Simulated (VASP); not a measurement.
Write the native input for VASP 6.6.1 that does the following.

```
Task                   : single point
Functional             : PBE
Potentials or basis    : VASP PAW PBE potentials, release 64 (Sr_sv, Ta_pv, O)
Cutoff                 : 520 eV
k mesh                 : 8 × 8 × 2
Occupations            : gaussian, width 0.1 eV
Spin                   : no spin polarisation
Dipole correction      : no
Further INCAR settings : LREAL = Auto; ALGO = Normal; EDIFF = 1e-06; NBANDS = 80
```

The structure of SrTaO2 lies in POSCAR:

```
SrTaO2
1.0
    3.9281046173      0.0000000000      0.0000000000
    0.0000000000      3.9281046173      0.0000000000
    0.0000000000      0.0000000000     15.6893170199
Sr Ta O
4 4 8
Direct
    0.5000000000      0.0000000000      0.5825158937
    0.5000000000      0.0000000000      0.8302303957
    0.0000000000      0.5000000000      0.4174841063
    0.0000000000      0.5000000000      0.1697696043
    0.0000000000      0.5000000000      0.7039850560
    0.0000000000      0.5000000000      0.9686354883
    0.5000000000      0.0000000000      0.2960149440
    0.5000000000      0.0000000000      0.0313645117
    0.5000000000      0.5000000000      0.6996778164
    0.0000000000      0.0000000000      0.6996778164
    0.0000000000      0.5000000000      0.8311177841
    0.0000000000      0.5000000000      0.5710611921
    0.5000000000      0.5000000000      0.3003221836
    0.0000000000      0.0000000000      0.3003221836
    0.5000000000      0.0000000000      0.1688822159
    0.5000000000      0.0000000000      0.4289388079
```

One way to write it, as run:

INCAR

```
ALGO = Normal
EDIFF = 1E-6
ENCUT = 520
GGA = PE
ISIF = 2
ISMEAR = 0
LASPH = True
LCHARG = True
LELF = True
LREAL = Auto
LVHAR = True
LWAVE = False
NBANDS = 80
NELM = 60
PREC = Accurate
SIGMA = 0.1
```

KPOINTS

```
k-points
0
Gamma
  8 8 2
```

Potentials or basis: VASP PAW PBE potentials, release 64 (Sr_sv, Ta_pv, O).

Launch:

```sh
$ cat potpaw_PBE.64/Sr_sv/POTCAR potpaw_PBE.64/Ta_pv/POTCAR potpaw_PBE.64/O/POTCAR > POTCAR
$ mpirun -np 1 vasp_std > vasp.out
```

Results of the run:

```yaml
Pressure: 5.1 GPa
Largest_force: 0.071 eV/Å
Band_gap_on_the_k_mesh: zero (bands 66 and 67 overlap by 0.76 eV)
```

Caveat: the cell stands under pressure; spin-orbit coupling is left out, which moves the levels of the heavy elements.

It took 15 min on 1 thread of Intel(R) Xeon(R) 6975P-C (Granite Rapids) (shared host), peak memory 0.52 GiB.
